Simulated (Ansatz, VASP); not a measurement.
**Two plane-wave programs on GaP**

```xyz
2
Lattice="0.0000 2.7192 2.7192 2.7192 0.0000 2.7192 2.7192 2.7192 0.0000" Properties=species:S:1:pos:R:3 pbc="T T T"
Ga    0.0000    0.0000    0.0000
P     1.3596    1.3596    1.3596
```

Alike in both runs: task single point; functional PBEsol; k mesh 8 × 8 × 8; no spin polarisation.

|  | VASP | Ansatz |
| --- | --- | --- |
| version | VASP 6.6.1 | Ansatz 0.2.0 |
| potentials or method | VASP PAW PBE potentials, release 64 (Ga_d, P), cutoff 500 eV | scalar-relativistic, plane waves, PAW |
| occupations | gaussian, width 0.01 eV | fixed |
| valence electrons in the cell | 18 | 18 |

VASP gave:

- gap on the k mesh at the Fermi level (eV): 1.50
- least direct gap on the mesh (eV): 1.80
- pressure (GPa): -0.1

Problem. Estimate Ansatz's values.

Solution. gap on the k mesh at the Fermi level (eV): 1.50; least direct gap on the mesh (eV): 1.80; pressure (GPa): 0.0.

VASP's potentials were made for PBE, not for PBEsol.
